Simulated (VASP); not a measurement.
The system is Sr2Al2O.

```xyz
10
Lattice="4.1852 0.0000 0.0000 0.0896 8.0877 0.0000 0.5210 2.3141 8.0527" Properties=species:S:1:pos:R:3 pbc="T T T"
Sr    2.3576    1.5751    1.5449
Sr    0.2225    4.8582    1.5764
Sr    2.4383    8.8267    6.5078
Sr    4.5734    5.5436    6.4763
Al    0.3344    7.9481    3.7807
Al    2.3773    3.9102    4.2384
Al    4.4615    2.4537    4.2720
Al    2.4186    6.4916    3.8142
O     4.4958    7.8313    7.3408
O     0.3000    2.5705    0.7119
```

- Program: VASP 6.6.1
- Task: relaxation of cell and atoms
- Functional: PBE
- Potentials or basis: VASP PAW PBE potentials, release 64 (Sr_sv, Al, O)
- Cutoff: 600 eV
- k mesh: 4 × 2 × 2
- Occupations: gaussian, width 0.1 eV
- Spin: no spin polarisation

At the start: pressure 0.1 GPa; volume 27.26 Å³/atom.

Problem. How do energy, volume and symmetry change on relaxing?

Solution. Over 21 steps the energy falls by 12.4 meV/atom and the volume is 27.78 Å³/atom (+1.9 %); space group P-1 (No. 2, to 0.1 Å) before and after.

Step by step:
| step | energy change (eV) | largest force (eV/Å) | pressure (GPa) | volume (Å³) |
| --- | --- | --- | --- | --- |
| 1 | 0.0000 | 0.2927 | 0.10 | 272.57 |
| 2 | -0.0257 | 0.1757 | 0.00 | 273.24 |
| 3 | -0.0337 | 0.1482 | -0.07 | 273.88 |
| 4 | -0.0489 | 0.1179 | 0.03 | 273.67 |
| 5 | -0.0563 | 0.1215 | 0.17 | 273.37 |
| 6 | -0.0641 | 0.1033 | -0.04 | 274.98 |
| 7 | -0.0674 | 0.1212 | -0.30 | 277.00 |
| 8 | -0.0731 | 0.0980 | -0.18 | 276.58 |
| 9 | -0.0823 | 0.0931 | 0.18 | 275.33 |
| 10 | -0.0827 | 0.1200 | 0.28 | 274.98 |
| 11 | -0.0865 | 0.1224 | 0.28 | 275.21 |
| 12 | -0.0947 | 0.1470 | 0.29 | 275.87 |
| 13 | -0.0950 | 0.1623 | 0.30 | 276.16 |
| 14 | -0.1028 | 0.1265 | 0.08 | 277.47 |
| 15 | -0.1073 | 0.1091 | -0.26 | 279.61 |
| 16 | -0.1127 | 0.0991 | -0.15 | 278.93 |
| 17 | -0.1176 | 0.0836 | 0.06 | 277.56 |
| 18 | -0.1176 | 0.0821 | 0.09 | 277.39 |
| 19 | -0.1201 | 0.0673 | 0.02 | 277.74 |
| 20 | -0.1219 | 0.0656 | -0.12 | 278.39 |
| 21 | -0.1239 | 0.0393 | -0.03 | 277.81 |

Final structure:
```xyz
10
Lattice="4.0352 -0.0216 -0.1161 0.0437 8.2700 -0.0769 0.2680 2.2878 8.2960" Properties=species:S:1:pos:R:3 pbc="T T T"
Sr    2.1015    1.6412    1.5117
Sr    0.0804    4.9619    1.5565
Sr    2.2454    8.8950    6.5913
Sr    4.2665    5.5743    6.5465
Al    0.1628    8.1624    3.7829
Al    2.1781    4.0053    4.2988
Al    4.1841    2.3738    4.3201
Al    2.1688    6.5310    3.8042
O     4.2779    7.8614    7.4462
O     0.0691    2.6749    0.6568
```

Caveat: the k points lie up to 0.39 Å⁻¹ apart in the final cell, too coarse for converged energies and pressures of a metal.
